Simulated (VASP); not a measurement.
# Ge3As2 (C2/m) in VASP: notebook

Runs on Ge3As2. Level: r2SCAN. Tasks: single point.

All numbers are computed with VASP 6.6.1; they aren't measurements. Logs are shortened: lines on timing, memory, paths and dates and some standing lists are left out, and cuts for length are marked.

### Step 1. The cell of the first run

The structure is monoclinic, space group C2/m (No. 12). The conventional cell has a = 12.394 Å, b = 3.470 Å, c = 8.545 Å, α = 90.00°, β = 95.11°, γ = 90.00°. As (site symmetry m) has 6 Ge at 2.38 to 2.58 Å within 3.1 Å. Within 3.1 Å of As (site symmetry m) lie 5 Ge at 2.28 to 2.82 Å and 1 As at 3.07 Å. Within 3.3 Å of Ge (site symmetry m) lie 3 As at 2.36 to 2.58 Å and 3 Ge at 3.18 to 3.25 Å. Within 3.0 Å of Ge (site symmetry m) lie 5 As at 2.28 to 2.82 Å. Within 3.1 Å of Ge (site symmetry m) lie 3 As at 2.38 to 2.44 Å.

### Step 2. Single point, r2SCAN

POSCAR reads:

```
Ge3As2
1.0
    0.0000000000      3.4700730000      0.0000000000
    6.1967800000     -1.7350360000      0.0000000000
    0.7606470000      0.0000000000     -8.5111260000
As Ge
4 6
Direct
    0.2026000000      0.4052000000      0.8592000000
    0.7974000000      0.5948000000      0.1408000000
    0.6133000000      0.2266000000      0.5594000000
    0.3867000000      0.7734000000      0.4406000000
    0.0289000000      0.0578000000      0.7132000000
    0.9711000000      0.9422000000      0.2868000000
    0.7777000000      0.5554000000      0.6610000000
    0.2223000000      0.4446000000      0.3390000000
    0.3744000000      0.7488000000      0.9645000000
    0.6256000000      0.2512000000      0.0355000000
```

INCAR.step1 reads:

```
SYSTEM = Ge3As2
PREC = Accurate
ENCUT = 520
ISMEAR = -1
SIGMA = 0.1
LREAL = .FALSE.
LASPH = .TRUE.
NELM = 100
NBANDS = 63
GGA = PE
ALGO = Normal
EDIFF = 1E-4
LWAVE = .TRUE.
LCHARG = .FALSE.
```

INCAR.step2 reads:

```
SYSTEM = Ge3As2
PREC = Accurate
ENCUT = 520
EDIFF = 1E-7
ISMEAR = -1
SIGMA = 0.1
LREAL = .FALSE.
LASPH = .TRUE.
NELM = 100
ALGO = Normal
ISIF = 2
LWAVE = .FALSE.
LCHARG = .FALSE.
METAGGA = R2SCAN
LMIXTAU = .TRUE.
NBANDS = 63
ISTART = 1
```

KPOINTS reads:

```
Automatic mesh
0
G
  5 5 2
  0 0 0
```

Potentials or basis: VASP PAW PBE potentials, release 64 (As, Ge_d).

Command:

```console
$ cat potpaw_PBE.64/As/POTCAR potpaw_PBE.64/Ge_d/POTCAR > POTCAR
$ cp INCAR.step1 INCAR
$ mpirun -np 1 vasp_std > vasp.out
$ cp INCAR.step2 INCAR
$ mpirun -np 1 vasp_std > vasp.out
```

OUTCAR:

```text
SYSTEM = Ge3As2
   PREC = Accurate
   ENCUT = 520
   EDIFF = 1E-7
   ISMEAR = -1
   LREAL = .FALSE.
   LASPH = .TRUE.
   NELM = 100
   ISIF = 2
   METAGGA = R2SCAN
   ISTART = 1

 ion  position               nearest neighbor table
   1  0.203  0.405  0.859-   9 2.38  10 2.44  10 2.44   7 2.54   7 2.54   5 2.58
   2  0.797  0.595  0.141-  10 2.38   9 2.44   9 2.44   8 2.54   8 2.54   6 2.58
   3  0.613  0.227  0.559-   7 2.28   5 2.36   5 2.36   8 2.82   8 2.82
   4  0.387  0.773  0.441-   8 2.28   6 2.36   6 2.36   7 2.82   7 2.82
   5  0.029  0.058  0.713-   3 2.36   3 2.36   1 2.58
   6  0.971  0.942  0.287-   4 2.36   4 2.36   2 2.58
   7  0.778  0.555  0.661-   3 2.28   1 2.54   1 2.54   4 2.82   4 2.82
   8  0.222  0.445  0.339-   4 2.28   2 2.54   2 2.54   3 2.82   3 2.82
   9  0.374  0.749  0.965-   1 2.38   2 2.44   2 2.44
  10  0.626  0.251  0.035-   2 2.38   1 2.44   1 2.44

  LATTYP: Found a base centered monoclinic cell.
 ALAT       =    12.3935600000
 B/A-ratio  =     0.2799900109
 C/A-ratio  =     0.6894748767
 COS(beta)  =    -0.0890161152

  Lattice vectors:

 A1 = (  -6.1967800000,  -1.7350370000,   0.0000000000)
 A2 = (  -6.1967800000,   1.7350360000,   0.0000000000)
 A3 = (   0.7606470000,   0.0000000000,  -8.5111260000)

Analysis of symmetry for initial positions (statically):
=====================================================================
 Subroutine PRICEL returns:
 Original cell was already a primitive cell.

 Routine SETGRP: Setting up the symmetry group for a
 base centered monoclinic supercell.

 Subroutine GETGRP returns: Found  4 space group operations
 (whereof  4 operations were pure point group operations)
 out of a pool of  4 trial point group operations.

The static configuration has the point symmetry C_2h.

Analysis of symmetry for dynamics (positions and initial velocities):
=====================================================================
 Subroutine PRICEL returns:
 Original cell was already a primitive cell.

 Routine SETGRP: Setting up the symmetry group for a
 base centered monoclinic supercell.

 Subroutine GETGRP returns: Found  4 space group operations
 (whereof  4 operations were pure point group operations)
 out of a pool of  4 trial point group operations.

The dynamic configuration has the point symmetry C_2h.

 Subroutine INISYM returns: Found  4 space group operations
 (whereof  4 operations are pure point group operations),
 and found     1 'primitive' translations

----------------------------------------------------------------------------------------

                                     Primitive cell

  volume of cell :     183.0171

  direct lattice vectors                    reciprocal lattice vectors
     0.000000000  3.470073000  0.000000000     0.080687043  0.288178375  0.007211074
     6.196780000 -1.735036000  0.000000000     0.161374133  0.000000000  0.014422152
     0.760647000  0.000000000 -8.511126000     0.000000000  0.000000000 -0.117493267

  length of vectors
     3.470073000  6.435093806  8.545048253     0.299347916  0.162017312  0.117493267

  position of ions in fractional coordinates (direct lattice)
     0.202600000  0.405200000  0.859200000
     0.797400000  0.594800000  0.140800000
     0.613300000  0.226600000  0.559400000
     0.386700000  0.773400000  0.440600000
     0.028900000  0.057800000  0.713200000
     0.971100000  0.942200000  0.286800000
     0.777700000  0.555400000  0.661000000
     0.222300000  0.444600000  0.339000000
     0.374400000  0.748800000  0.964500000
     0.625600000  0.251200000  0.035500000

  ion indices of the primitive-cell ions
   primitive index   ion index
                 1           1
                 2           2
                 3           3
                 4           4
                 5           5
                 6           6
                 7           7
                 8           8
                 9           9
                10          10

----------------------------------------------------------------------------------------

 KPOINTS: Automatic mesh

Automatic generation of k-mesh.
 Grid dimensions read from file:
 generate k-points for:    5    5    2

 Generating k-lattice:

  Cartesian coordinates                     Fractional coordinates (reciprocal lattice)
     0.016137409  0.057635675  0.001442215     0.200000000 -0.000000000 -0.000000000
     0.032274827  0.000000000  0.002884430     0.000000000  0.200000000 -0.000000000
     0.000000000  0.000000000 -0.058746634     0.000000000  0.000000000  0.500000000

  Length of vectors
     0.059869583  0.032403462  0.058746634

  Shift w.r.t. Gamma in fractional coordinates (k-lattice)
     0.000000000  0.000000000  0.000000000

 Subroutine IBZKPT returns following result:
 ===========================================

 Found     18 irreducible k-points:

 Following reciprocal coordinates:
            Coordinates               Weight
  0.000000  0.000000  0.000000      1.000000
  0.200000 -0.000000 -0.000000      4.000000
  0.400000  0.000000 -0.000000      4.000000
  0.000000  0.200000 -0.000000      2.000000
  0.200000  0.200000 -0.000000      4.000000
  0.400000  0.200000 -0.000000      4.000000
[... 10 lines left out ...]
  0.000000  0.400000  0.500000      2.000000
  0.200000  0.400000  0.500000      2.000000
   k-points           NKPTS =     18   k-points in BZ     NKDIM =     18   number of bands    NBANDS=     63
   number of dos      NEDOS =    301   number of ions     NIONS =     10
   total plane-waves  NPLWV =  86016
   dimension x,y,z NGX =    28 NGY =   48 NGZ =   64
   dimension x,y,z NGXF=    56 NGYF=   96 NGZF=  128
   ions per type =               4   6
   NGX,Y,Z   is equivalent  to a cutoff of  13.41, 12.40, 12.45 a.u.
   NGXF,Y,Z  is equivalent  to a cutoff of  26.83, 24.80, 24.90 a.u.
 SYSTEM =  Ge3As2
   PREC   = accura    normal or accurate (medium, high low for compatibility)
   ISTART =      1    job   : 0-new  1-cont  2-samecut
   ICHARG =      0    charge: 1-file 2-atom 10-const
   ISPIN  =      1    spin polarized calculation?
   LNONCOLLINEAR =      F non collinear calculations
   LSORBIT =      F    spin-orbit coupling
   LASPH  =      T    aspherical Exc in radial PAW
   ENCUT  =  520.0 eV  38.22 Ry    6.18 a.u.   6.45 11.97 15.89*2*pi/ulx,y,z
   NELM   =    100;   NELMIN=  2; NELMDL=  0     # of ELM steps
   EDIFF  = 0.1E-06   stopping-criterion for ELM
   LREAL  =      F    real-space projection
   EDIFFG = 0.1E-05   stopping-criterion for IOM
   NSW    =      0    number of steps for IOM
   IBRION =     -1    ionic relax: 0-MD 1-quasi-New 2-CG
   NFREE  =      0    steps in history (QN), initial steepest desc. (CG)
   ISIF   =      2    stress and relaxation
   ISYM   =      2    0-nonsym 1-usesym 2-fastsym
   POTIM  = 0.5000    time-step for ionic-motion
   TEBEG  =    0.0;   TEEND  =   0.0 temperature during run
   PSTRESS=    0.0 pullay stress
   NELECT =     104.0000    total number of electrons
   NUPDOWN=      -1.0000    fix difference up-down
   EMIN   =  10.00;   EMAX   =-10.00  energy-range for DOS
   EFERMI =   0.00;   METHOD = LEGACY
   ISMEAR =    -1;   SIGMA  =   0.10  broadening in eV -4-tet -1-fermi 0-gaus
   EFERMI_NEDOS =   21; number of points for ismear=-14 and -15
   IALGO  =     38    algorithm
   IMIX   =      4    mixing-type and parameters
     AMIX     =   0.40;   BMIX     =  1.00
     AMIX_MAG =   1.60;   BMIX_MAG =  1.00
  volume/ion in A,a.u.               =      18.30       123.51
  Fermi-wavevector in a.u.,A,eV,Ry     =   1.355987  2.562443 25.017025  1.838699
  Thomas-Fermi vector in A             =   2.483028
   LORBIT       =      0    0 simple, 1 ext, 2 COOP (PROOUT), +10 PAW based schemes
   METAGGA = R2SCAN    functional components
   LHFCALC =     F    Hartree Fock is set to
   AEXX    =    0.0000 exact exchange contribution
   IVDW    =     0    specifies the selected vdW correction
   LEPSILON=     F    determine dielectric tensor
   LRPA    =     F    only Hartree local field effects (RPA)
 non-spin polarized calculation
  energy-cutoff  :      520.00
  volume of cell :      183.02
 maximum number of plane-waves:      4963
 NGX is ok and might be reduce to    28
   NGX = 13   NGY = 23   NGZ = 31

 number of electron     104.0000029 magnetization

 Free energy of the ion-electron system (eV)
  ---------------------------------------------------
  ext. energy  EPLUGINS =         0.00000000
  ---------------------------------------------------
  free energy    TOTEN  =      -136.33699552 eV

  energy without entropy =     -136.22999117  energy(sigma->0) =     -136.28349335

 E-fermi :   6.8299     XC(G=0): -11.8188

 val. band max:        6.7835629858   @ k =   0.2000  -0.0000  -0.0000
 cond. band min:       6.9363127321   @ k =   0.4000   0.2000   0.5000
 fundamental gap:      0.1527497463
 Fermi energy:         6.8299436371

 k-point     1 :       0.0000    0.0000    0.0000
  band No.  band energies     occupation
      1     -18.7583      2.00000
      2     -18.7502      2.00000
      3     -18.7497      2.00000
      4     -18.7470      2.00000
      5     -18.7418      2.00000
      6     -18.7304      2.00000
[... 55 lines left out ...]
     62      11.5827      0.00000
     63      11.9869      0.00000

 k-point     2 :       0.2000   -0.0000   -0.0000
  band No.  band energies     occupation
      1     -18.7646      2.00000
      2     -18.7595      2.00000
      3     -18.7466      2.00000
      4     -18.7387      2.00000
      5     -18.7339      2.00000
      6     -18.7321      2.00000
[... 55 lines left out ...]
     62      11.8436      0.00000
     63      12.0514      0.00000

 k-point     3 :       0.4000    0.0000   -0.0000
  band No.  band energies     occupation
      1     -18.7739      2.00000
      2     -18.7722      2.00000
      3     -18.7416      2.00000
      4     -18.7362      2.00000
      5     -18.7259      2.00000
      6     -18.7240      2.00000
[... 979 lines left out ...]
     62      11.2904      0.00000
     63      11.9117      0.00000

 k-point    18 :       0.2000    0.4000    0.5000
  band No.  band energies     occupation
      1     -18.7648      2.00000
      2     -18.7609      2.00000
      3     -18.7508      2.00000
      4     -18.7395      2.00000
      5     -18.7389      2.00000
      6     -18.7343      2.00000
[... 55 lines left out ...]
     62      11.8966      0.00000
     63      12.3720      0.00000

------------------------ aborting loop because EDIFF is reached ----------------------------------------

  FORCE on cell =-STRESS in cart. coord.  units (eV):
  Direction    XX          YY          ZZ          XY          YZ          ZX
  --------------------------------------------------------------------------------------
  -------------------------------------------------------------------------------------
  Total       19.2320123     25.9222438     21.1120581      0.0000015     -0.0000006     -9.1244721
  in kB      168.3618158    226.9297651    184.8202040      0.0000130     -0.0000051    -79.8778966
  external PRESSURE =     193.3705950 kB  Pullay stress =       0.0000000 kB

 VOLUME and BASIS-vectors are now :
 -----------------------------------------------------------------------------
  energy-cutoff  :      520.00
  volume of cell :      183.02
      direct lattice vectors                 reciprocal lattice vectors
     0.000000000  3.470073000  0.000000000     0.080687043  0.288178375  0.007211074
     6.196780000 -1.735036000  0.000000000     0.161374133  0.000000000  0.014422152
     0.760647000  0.000000000 -8.511126000     0.000000000  0.000000000 -0.117493267

 POSITION                                       TOTAL-FORCE (eV/Angst)
 -----------------------------------------------------------------------------------
      3.16448      0.00000     -7.31276        -0.887264     -0.000000      0.656425
      3.79294      1.73504     -1.19837         0.887264      0.000000     -0.656425
      1.82970      1.73504     -4.76112        -0.965306     -0.000000      2.711194
      5.12773      0.00000     -3.75000         0.965306      0.000000     -2.711194
      0.90067      0.00000     -6.07014        -1.120579     -0.000000     -1.333303
      6.05676      1.73504     -2.44099         1.120579      0.000000      1.333303
      3.94448      1.73504     -5.62585         2.334794      0.000000     -0.236156
      3.01295      0.00000     -2.88527        -2.334794     -0.000000      0.236156
      5.37379      0.00000     -8.20898         2.112061      0.000000      0.449538
      1.58363      1.73504     -0.30214        -2.112061     -0.000000     -0.449538
 -----------------------------------------------------------------------------------
    total drift:                                0.000000      0.000000      0.000000

  FREE ENERGIE OF THE ION-ELECTRON SYSTEM (eV)
  ---------------------------------------------------
  free  energy   TOTEN  =      -136.3369955248 eV

  energy  without entropy=     -136.2299911743  energy(sigma->0) =     -136.28349335
```

Run time: 22 min. Hardware: 1 thread of Intel Xeon 8259CL, shared host; peak memory 0.41 GiB.

Results:

```yaml
Free_energy: -136.3370 eV
Pressure: 19.3 GPa
Largest_force: 2.878 eV/Å
Band_gap_on_the_k_mesh: zero (bands 52 and 53 overlap by 2.52 eV)
```

Forces in eV/Å, atoms in the order of the input:
```
As  -0.887  0.000  0.656
As   0.887  0.000 -0.656
As  -0.965  0.000  2.711
As   0.965  0.000 -2.711
Ge  -1.121  0.000 -1.333
Ge   1.121  0.000  1.333
Ge   2.335  0.000 -0.236
Ge  -2.335  0.000  0.236
Ge   2.112  0.000  0.450
Ge  -2.112  0.000 -0.450
```

Stress tensor (GPa, compression positive):
```
16.84  0.00 -7.99
 0.00 22.69  0.00
-7.99  0.00 18.48
```

Caveat: the k points lie up to 0.38 Å⁻¹ apart, too coarse for converged energies and pressures of a metal; the PAW data sets were made with another functional, which shifts forces and pressure a little.

### Step 3. Single point, r2SCAN

POSCAR is that of step 2.

INCAR.step1 reads:

```
ALGO     = Normal         # electronic algorithm
EDIFF    = 1E-4           # SCF threshold, eV
ENCUT    = 520            # plane-wave cutoff, eV
GGA      = PE             # functional
ISMEAR   = -1             # smearing method
LASPH    = T              # aspherical terms in the spheres
LCHARG   = F              # write CHGCAR
LREAL    = F              # projectors in reciprocal space
LWAVE    = T              # write WAVECAR
NBANDS   = 63             # bands
NELM     = 100            # most SCF steps
PREC     = Accurate       # precision mode
SIGMA    = 0.1            # smearing width, eV
```

INCAR.step2 reads:

```
ALGO     = Normal         # electronic algorithm
EDIFF    = 1E-6           # SCF threshold, eV
ENCUT    = 520            # plane-wave cutoff, eV
ISIF     = 2              # what is computed and relaxed
ISMEAR   = -1             # smearing method
ISTART   = 1            
LASPH    = T              # aspherical terms in the spheres
LCHARG   = T              # write CHGCAR
LELF     = T              # ELF
LMIXTAU  = T            
LREAL    = F              # projectors in reciprocal space
LVHAR    = T            
LWAVE    = F              # write WAVECAR
METAGGA  = R2SCAN         # meta-GGA
NBANDS   = 63             # bands
NELM     = 100            # most SCF steps
PREC     = Accurate       # precision mode
SIGMA    = 0.1            # smearing width, eV
```

KPOINTS reads:

```
k-points
0
Gamma
  5 5 2
```

Potentials or basis: VASP PAW PBE potentials, release 64 (As, Ge_d).

Command:

```console
$ cat potpaw_PBE.64/As/POTCAR potpaw_PBE.64/Ge_d/POTCAR > POTCAR
$ cp INCAR.step1 INCAR
$ mpirun -np 1 vasp_std > vasp.out
$ cp INCAR.step2 INCAR
$ mpirun -np 1 vasp_std > vasp.out
```

OUTCAR:

```text
EDIFF = 1E-6
   ENCUT = 520
   ISIF = 2
   ISMEAR = -1
   ISTART = 1
   LASPH = T
   LREAL = F
   METAGGA = R2SCAN
   NELM = 100
   PREC = Accurate

 ion  position               nearest neighbor table
   1  0.203  0.405  0.859-   9 2.38  10 2.44  10 2.44   7 2.54   7 2.54   5 2.58
   2  0.797  0.595  0.141-  10 2.38   9 2.44   9 2.44   8 2.54   8 2.54   6 2.58
   3  0.613  0.227  0.559-   7 2.28   5 2.36   5 2.36   8 2.82   8 2.82
   4  0.387  0.773  0.441-   8 2.28   6 2.36   6 2.36   7 2.82   7 2.82
   5  0.029  0.058  0.713-   3 2.36   3 2.36   1 2.58
   6  0.971  0.942  0.287-   4 2.36   4 2.36   2 2.58
[... 1403 lines left out ...]
  external PRESSURE =     193.3729257 kB  Pullay stress =       0.0000000 kB

 VOLUME and BASIS-vectors are now :
 -----------------------------------------------------------------------------
  energy-cutoff  :      520.00
  volume of cell :      183.02
      direct lattice vectors                 reciprocal lattice vectors
     0.000000000  3.470073000  0.000000000     0.080687043  0.288178375  0.007211074
     6.196780000 -1.735036000  0.000000000     0.161374133  0.000000000  0.014422152
     0.760647000  0.000000000 -8.511126000     0.000000000  0.000000000 -0.117493267

 POSITION                                       TOTAL-FORCE (eV/Angst)
 -----------------------------------------------------------------------------------
      3.16448      0.00000     -7.31276        -0.887274     -0.000000      0.656447
      3.79294      1.73504     -1.19837         0.887274      0.000000     -0.656447
      1.82970      1.73504     -4.76112        -0.965321     -0.000000      2.711202
      5.12773      0.00000     -3.75000         0.965321      0.000000     -2.711202
      0.90067      0.00000     -6.07014        -1.120388     -0.000000     -1.333224
      6.05676      1.73504     -2.44099         1.120388      0.000000      1.333224
      3.94448      1.73504     -5.62585         2.334701      0.000000     -0.236173
      3.01295      0.00000     -2.88527        -2.334701     -0.000000      0.236173
      5.37379      0.00000     -8.20898         2.112039      0.000000      0.449464
      1.58363      1.73504     -0.30214        -2.112039     -0.000000     -0.449464
 -----------------------------------------------------------------------------------
    total drift:                                0.000000      0.000000      0.000000

  FREE ENERGIE OF THE ION-ELECTRON SYSTEM (eV)
  ---------------------------------------------------
  free  energy   TOTEN  =      -136.3369953407 eV

  energy  without entropy=     -136.2299890011  energy(sigma->0) =     -136.28349217
```

Wall time 21 min (1 thread of Intel Xeon 8259CL, shared host); peak memory 0.4 GiB.

Results:

- Free energy: -136.3370 eV
- Pressure: 19.3 GPa
- Largest force: 2.878 eV/Å
- Band gap on the k mesh: zero (bands 52 and 53 overlap by 2.52 eV)

Forces on the atoms (eV/Å):
```
As  -0.887  0.000  0.656
As   0.887  0.000 -0.656
As  -0.965  0.000  2.711
As   0.965  0.000 -2.711
Ge  -1.120  0.000 -1.333
Ge   1.120  0.000  1.333
Ge   2.335  0.000 -0.236
Ge  -2.335  0.000  0.236
Ge   2.112  0.000  0.449
Ge  -2.112  0.000 -0.449
```

Caveat: the k points lie up to 0.38 Å⁻¹ apart, too coarse for converged energies and pressures of a metal; the PAW data sets were made with another functional, which shifts forces and pressure a little.

The gap in the log of VASP goes by the Fermi energy; the results here count the filled bands.